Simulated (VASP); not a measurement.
# Si (Pm-3m) in VASP: notebook

The runs below take Si through relaxation of cell and atoms, with LDA.

Everything below comes from runs of VASP 6.6.1. Logs are shortened: lines on timing, memory, paths and dates and some standing lists are left out, and cuts for length are marked.

### Step 1. The cell of the first run

It takes space group Pm-3m (No. 221, cubic). The conventional cell has a = 2.570 Å, b = 2.570 Å, c = 2.570 Å, α = 90.00°, β = 90.00°, γ = 90.00°. Si (site symmetry m-3m) has 6 Si at 2.57 Å within 3.4 Å.

### Step 2. Relaxation of cell and atoms, LDA, target pressure 20 GPa, at which the enthalpy is minimised

File INCAR:

```
  ALGO = Normal
  EDIFF = 1E-7
  EDIFFG = -0.01
  ENCUT = 500
  GGA_COMPAT = False
  IBRION = 2
  ISIF = 3
  ISMEAR = 1
  LASPH = True
  LCHARG = False
  LREAL = False
  LWAVE = False
  NELM = 120
  NELMIN = 4
  NSW = 80
  PREC = Accurate
  PSTRESS = 200.0
  SIGMA = 0.02
```

File KPOINTS:

```
k-points
0
Gamma
  10 10 10
```

File POSCAR:

```
Si
1.0
    2.5700000000      0.0000000000      0.0000000000
    0.0000000000      2.5700000000      0.0000000000
    0.0000000000      0.0000000000      2.5700000000
Si
1
Direct
    0.0000000000      0.0000000000      0.0000000000
```

Potentials or basis: VASP PAW LDA potentials, release 64 (Si).

Started as:

```
cat potpaw_LDA.64/Si/POTCAR > POTCAR
mpirun -np 1 vasp_std > vasp.out
```

OUTCAR:

```text
EDIFF = 1E-7
   EDIFFG = -0.01
   ENCUT = 500
   IBRION = 2
   ISIF = 3
   ISMEAR = 1
   LASPH = True
   LREAL = False
   NELM = 120
   NELMIN = 4
   NSW = 80
   PREC = Accurate
   PSTRESS = 200.0

 ion  position               nearest neighbor table
   1  0.000  0.000  0.000-

  LATTYP: Found a simple cubic cell.
 ALAT       =     2.5700000000

  Lattice vectors:

 A1 = (   2.5700000000,   0.0000000000,   0.0000000000)
 A2 = (   0.0000000000,   2.5700000000,   0.0000000000)
 A3 = (   0.0000000000,   0.0000000000,   2.5700000000)

Analysis of symmetry for initial positions (statically):
=====================================================================
 Subroutine PRICEL returns:
 Original cell was already a primitive cell.

 Routine SETGRP: Setting up the symmetry group for a
 simple cubic supercell.

 Subroutine GETGRP returns: Found 48 space group operations
 (whereof 48 operations were pure point group operations)
 out of a pool of 48 trial point group operations.

The static configuration has the point symmetry O_h .

Analysis of symmetry for dynamics (positions and initial velocities):
=====================================================================
 Subroutine PRICEL returns:
 Original cell was already a primitive cell.

 Routine SETGRP: Setting up the symmetry group for a
 simple cubic supercell.

 Subroutine GETGRP returns: Found 48 space group operations
 (whereof 48 operations were pure point group operations)
 out of a pool of 48 trial point group operations.

The dynamic configuration has the point symmetry O_h .

 Subroutine INISYM returns: Found 48 space group operations
 (whereof 48 operations are pure point group operations),
 and found     1 'primitive' translations

----------------------------------------------------------------------------------------

                                     Primitive cell

  volume of cell :      16.9746

  direct lattice vectors                    reciprocal lattice vectors
     2.570000000  0.000000000  0.000000000     0.389105058  0.000000000  0.000000000
     0.000000000  2.570000000  0.000000000     0.000000000  0.389105058  0.000000000
     0.000000000  0.000000000  2.570000000     0.000000000  0.000000000  0.389105058

  length of vectors
     2.570000000  2.570000000  2.570000000     0.389105058  0.389105058  0.389105058

  position of ions in fractional coordinates (direct lattice)
     0.000000000  0.000000000  0.000000000

  ion indices of the primitive-cell ions
   primitive index   ion index
                 1           1

----------------------------------------------------------------------------------------

[... 53 lines left out ...]
   total plane-waves  NPLWV =   8000
   dimension x,y,z NGX =    20 NGY =   20 NGZ =   20
   dimension x,y,z NGXF=    40 NGYF=   40 NGZF=   40
   ions per type =               1
   NGX,Y,Z   is equivalent  to a cutoff of  12.94, 12.94, 12.94 a.u.
   NGXF,Y,Z  is equivalent  to a cutoff of  25.87, 25.87, 25.87 a.u.
 SYSTEM =  unknown system
   PREC   = accura    normal or accurate (medium, high low for compatibility)
   ISTART =      0    job   : 0-new  1-cont  2-samecut
   ICHARG =      2    charge: 1-file 2-atom 10-const
   ISPIN  =      1    spin polarized calculation?
   LNONCOLLINEAR =      F non collinear calculations
   LSORBIT =      F    spin-orbit coupling
   LASPH  =      T    aspherical Exc in radial PAW
   ENCUT  =  500.0 eV  36.75 Ry    6.06 a.u.   4.69  4.69  4.69*2*pi/ulx,y,z
   NELM   =    120;   NELMIN=  4; NELMDL= -5     # of ELM steps
   EDIFF  = 0.1E-06   stopping-criterion for ELM
   LREAL  =      F    real-space projection
   EDIFFG = -.1E-01   stopping-criterion for IOM
   NSW    =     80    number of steps for IOM
   IBRION =      2    ionic relax: 0-MD 1-quasi-New 2-CG
   NFREE  =      1    steps in history (QN), initial steepest desc. (CG)
   ISIF   =      3    stress and relaxation
   ISYM   =      2    0-nonsym 1-usesym 2-fastsym
   POTIM  = 0.5000    time-step for ionic-motion
   TEBEG  =    0.0;   TEEND  =   0.0 temperature during run
   PSTRESS=  200.0 pullay stress
   NELECT =       4.0000    total number of electrons
   NUPDOWN=      -1.0000    fix difference up-down
   EMIN   =  10.00;   EMAX   =-10.00  energy-range for DOS
   EFERMI =   0.00;   METHOD = LEGACY
   ISMEAR =     1;   SIGMA  =   0.02  broadening in eV -4-tet -1-fermi 0-gaus
   EFERMI_NEDOS =   21; number of points for ismear=-14 and -15
   IALGO  =     38    algorithm
   IMIX   =      4    mixing-type and parameters
     AMIX     =   0.40;   BMIX     =  1.00
     AMIX_MAG =   1.60;   BMIX_MAG =  1.00
  volume/ion in A,a.u.               =      16.97       114.55
  Fermi-wavevector in a.u.,A,eV,Ry     =   1.011180  1.910853 13.911747  1.022485
  Thomas-Fermi vector in A             =   2.144214
   LORBIT       =      0    0 simple, 1 ext, 2 COOP (PROOUT), +10 PAW based schemes
   GGA     = CA    functional components
   LHFCALC =     F    Hartree Fock is set to
   AEXX    =    0.0000 exact exchange contribution
   IVDW    =     0    specifies the selected vdW correction
   LEPSILON=     F    determine dielectric tensor
   LRPA    =     F    only Hartree local field effects (RPA)
 conjugate gradient relaxation of ions
 non-spin polarized calculation
 Methfessel and Paxton  Order N= 1 SIGMA  =   0.02
  energy-cutoff  :      500.00
  volume of cell :       16.97
 maximum number of plane-waves:       449
 NGX is ok and might be reduce to    20
   NGX =  9   NGY =  9   NGZ =  9

--------------------------------------- Ionic step        1  -------------------------------------------

 number of electron       4.0000000 magnetization

 Free energy of the ion-electron system (eV)
  ---------------------------------------------------
  ext. energy  EPLUGINS =         0.00000000
  ---------------------------------------------------
  free energy    TOTEN  =        -5.68551571 eV

  energy without entropy =       -5.68545597  energy(sigma->0) =       -5.68549580

 E-fermi :   7.5768     XC(G=0): -10.5250

 val. band max:        7.5728150911   @ k =   0.5000   0.5000   0.4000
 cond. band min:       7.9352474549   @ k =   0.4000   0.4000   0.3000
 fundamental gap:      0.3624323638
 Fermi energy:         7.5768431207

 k-point     1 :       0.0000    0.0000    0.0000
  band No.  band energies     occupation
      1      -5.1079      2.00000
      2      14.9562      0.00000
      3      14.9562      0.00000
      4      14.9562      0.00000
      5      15.1171      0.00000
      6      15.1171      0.00000
[... 428 lines left out ...]
--------------------------------------- Ionic step        7  -------------------------------------------

 number of electron       4.0000000 magnetization

 Free energy of the ion-electron system (eV)
  ---------------------------------------------------
  ext. energy  EPLUGINS =         0.00000000
  ---------------------------------------------------
  free energy    TOTEN  =        -5.60693087 eV

  energy without entropy =       -5.60687293  energy(sigma->0) =       -5.60691156

 E-fermi :  10.4489     XC(G=0): -11.3625

 val. band max:       10.4404981763   @ k =   0.5000   0.4000   0.2000
 cond. band min:      10.7095370348   @ k =   0.4000   0.4000   0.4000
 fundamental gap:      0.2690388585
 Fermi energy:        10.4489495539

 k-point     1 :       0.0000    0.0000    0.0000
  band No.  band energies     occupation
      1      -4.2358      2.00000
      2      17.8818      0.00000
      3      17.8818      0.00000
      4      19.1221      0.00000
      5      19.1221      0.00000
      6      19.1221      0.00000
[... 239 lines left out ...]
  energy  without entropy=       -5.6068729336  energy(sigma->0) =       -5.60691156

  enthalpy is  TOTEN    =        -3.8900842034 eV   P V=        1.7168466687

 reached required accuracy - stopping structural energy minimisation
```

CONTCAR:

```text
Si
   1.00000000000000
     2.3959110965945083   -0.0000000000000000    0.0000000000000000
    -0.0000000000000000    2.3959110965945083   -0.0000000000000000
     0.0000000000000000   -0.0000000000000000    2.3959110965945083
  Si
     1
Direct
     0.0000000000000000    0.0000000000000000    1.0000000000000000

  0.00000000E+00  0.00000000E+00  0.00000000E+00
```

Wall time 32 s (1 thread of AMD EPYC 7R13, shared host); peak memory 0.08 GiB.

What came out:

```
Free energy                                            : -5.6069 eV
Relaxed volume                                         : 13.75 Å³/atom
Relaxed cell                                           : a = 2.396 Å, b = 2.396 Å, c = 2.396 Å, α = 90.00°, β = 90.00°, γ = 90.00°
Space group after relaxing (to 0.05 Å)                 : Pm-3m (No. 221)
Energy change on relaxing (the enthalpy is what falls) : +78.6 meV/atom
Ionic steps                                            : 7
Pressure after relaxing                                : 20.0 GPa
Band gap on the k mesh                                 : zero (band 2 reaches 17.88 eV, above the bottom of band 3 at 7.28 eV)
```

The path:
| step | energy change (eV) | largest force (eV/Å) | pressure (GPa) | volume (Å³) |
| --- | --- | --- | --- | --- |
| 1 | 0.0000 | 0.0000 | -7.31 | 16.97 |
| 2 | 0.9586 | 0.0000 | 87.29 | 10.81 |
| 3 | 0.0627 | 0.0000 | 18.18 | 13.89 |
| 4 | 0.0759 | 0.0000 | 19.70 | 13.78 |
| 5 | 0.0834 | 0.0000 | 20.53 | 13.72 |
| 6 | 0.0733 | 0.0000 | 19.40 | 13.80 |
| 7 | 0.0786 | 0.0000 | 20.00 | 13.75 |

Final structure:
```
Si
1.0
     2.39591    0.00000    0.00000
     0.00000    2.39591    0.00000
     0.00000    0.00000    2.39591
Si
1
Direct
  0.00000 0.00000 0.00000
```

Caveat: the cell is relaxed towards a set pressure, so the enthalpy falls and the energy may rise; the volume moved by over 15 % at a fixed basis, so the end points are rough.

### Step 3. Relaxation of cell and atoms, LDA, target pressure 30 GPa, at which the enthalpy is minimised

File INCAR:

```
ALGO = Normal ; EDIFF = 1E-7
EDIFFG = -0.01 ; ENCUT = 500
GGA_COMPAT = False ; IBRION = 2
ISIF = 3 ; ISMEAR = 1
LASPH = True ; LCHARG = False
LREAL = False ; LWAVE = False
NELM = 120 ; NELMIN = 4
NSW = 80 ; PREC = Accurate
PSTRESS = 300.0 ; SIGMA = 0.02
```

KPOINTS is that of step 2.

POSCAR is that of step 2.

Potentials or basis: VASP PAW LDA potentials, release 64 (Si).

Started as:

```
cat potpaw_LDA.64/Si/POTCAR > POTCAR
mpirun -np 1 vasp_std > vasp.out
```

OUTCAR:

```text
EDIFF = 1E-7
   EDIFFG = -0.01
   ENCUT = 500
   IBRION = 2
   ISIF = 3
   ISMEAR = 1
   LASPH = True
   LREAL = False
   NELM = 120
   NELMIN = 4
   NSW = 80
   PREC = Accurate
   PSTRESS = 300.0

 ion  position               nearest neighbor table
   1  0.000  0.000  0.000-

  LATTYP: Found a simple cubic cell.
 ALAT       =     2.5700000000

  Lattice vectors:

 A1 = (   2.5700000000,   0.0000000000,   0.0000000000)
 A2 = (   0.0000000000,   2.5700000000,   0.0000000000)
 A3 = (   0.0000000000,   0.0000000000,   2.5700000000)

Analysis of symmetry for initial positions (statically):
=====================================================================
 Subroutine PRICEL returns:
 Original cell was already a primitive cell.

 Routine SETGRP: Setting up the symmetry group for a
 simple cubic supercell.

 Subroutine GETGRP returns: Found 48 space group operations
 (whereof 48 operations were pure point group operations)
 out of a pool of 48 trial point group operations.

The static configuration has the point symmetry O_h .

Analysis of symmetry for dynamics (positions and initial velocities):
=====================================================================
 Subroutine PRICEL returns:
 Original cell was already a primitive cell.

 Routine SETGRP: Setting up the symmetry group for a
 simple cubic supercell.

[... 132 lines left out ...]
   LRPA    =     F    only Hartree local field effects (RPA)
 conjugate gradient relaxation of ions
 non-spin polarized calculation
 Methfessel and Paxton  Order N= 1 SIGMA  =   0.02
  energy-cutoff  :      500.00
  volume of cell :       16.97
 maximum number of plane-waves:       449
 NGX is ok and might be reduce to    20
   NGX =  9   NGY =  9   NGZ =  9

--------------------------------------- Ionic step        1  -------------------------------------------

 number of electron       4.0000000 magnetization

 Free energy of the ion-electron system (eV)
  ---------------------------------------------------
  ext. energy  EPLUGINS =         0.00000000
  ---------------------------------------------------
  free energy    TOTEN  =        -5.68551571 eV

  energy without entropy =       -5.68545597  energy(sigma->0) =       -5.68549580

 E-fermi :   7.5768     XC(G=0): -10.5250

 val. band max:        7.5728150911   @ k =   0.5000   0.5000   0.4000
 cond. band min:       7.9352474549   @ k =   0.4000   0.4000   0.3000
 fundamental gap:      0.3624323638
 Fermi energy:         7.5768431207

 k-point     1 :       0.0000    0.0000    0.0000
  band No.  band energies     occupation
      1      -5.1079      2.00000
      2      14.9562      0.00000
      3      14.9562      0.00000
      4      14.9562      0.00000
      5      15.1171      0.00000
      6      15.1171      0.00000
[... 354 lines left out ...]
--------------------------------------- Ionic step        5  -------------------------------------------

 number of electron       4.0000001 magnetization

 Free energy of the ion-electron system (eV)
  ---------------------------------------------------
  ext. energy  EPLUGINS =         0.00000000
  ---------------------------------------------------
  free energy    TOTEN  =        -5.50692984 eV

  energy without entropy =       -5.50689683  energy(sigma->0) =       -5.50691883

 E-fermi :  11.2248     XC(G=0): -11.5601

 val. band max:       11.2106286176   @ k =   0.5000   0.4000   0.2000
 cond. band min:      11.2253262322   @ k =   0.5000   0.5000   0.4000
 fundamental gap:      0.0146976147
 Fermi energy:        11.2248387700

 k-point     1 :       0.0000    0.0000    0.0000
  band No.  band energies     occupation
      1      -4.0101      2.00000
      2      18.5722      0.00000
      3      18.5722      0.00000
      4      20.1710      0.00000
      5      20.1710      0.00000
      6      20.1710      0.00000
[... 239 lines left out ...]
  energy  without entropy=       -5.5068968329  energy(sigma->0) =       -5.50691883

  enthalpy is  TOTEN    =        -3.0524842695 eV   P V=        2.4544455664

 reached required accuracy - stopping structural energy minimisation
```

It took 29 s on 1 thread of AMD EPYC 7R13, shared host; peak memory 0.09 GiB.

What came out:

```
Free energy                                            : -5.5069 eV
Relaxed volume                                         : 13.11 Å³/atom
Relaxed cell                                           : a = 2.358 Å, b = 2.358 Å, c = 2.358 Å, α = 90.00°, β = 90.00°, γ = 90.00°
Space group after relaxing (to 0.05 Å)                 : Pm-3m (No. 221)
Energy change on relaxing (the enthalpy is what falls) : +178.6 meV/atom
Ionic steps                                            : 5
Pressure after relaxing                                : 30.0 GPa
Band gap on the k mesh                                 : zero (band 2 reaches 18.57 eV, above the bottom of band 3 at 8.10 eV)
```

The path:
```
step  energy change (eV)  largest force (eV/Å)  pressure (GPa)  volume (Å³)
   1              0.0000                0.0000           -7.31        16.97
   2              2.4341                0.0000          183.28         9.00
   3              0.1220                0.0000           24.59        13.44
   4              0.1637                0.0000           28.63        13.19
   5              0.1786                0.0000           30.01        13.11
```

Final structure:
```
Si
1.0
     2.35784    0.00000    0.00000
     0.00000    2.35784    0.00000
     0.00000    0.00000    2.35784
Si
1
Direct
  0.00000 0.00000 0.00000
```

Caveat: the cell is relaxed towards a set pressure, so the enthalpy falls and the energy may rise; the volume moved by over 15 % at a fixed basis, so the end points are rough.
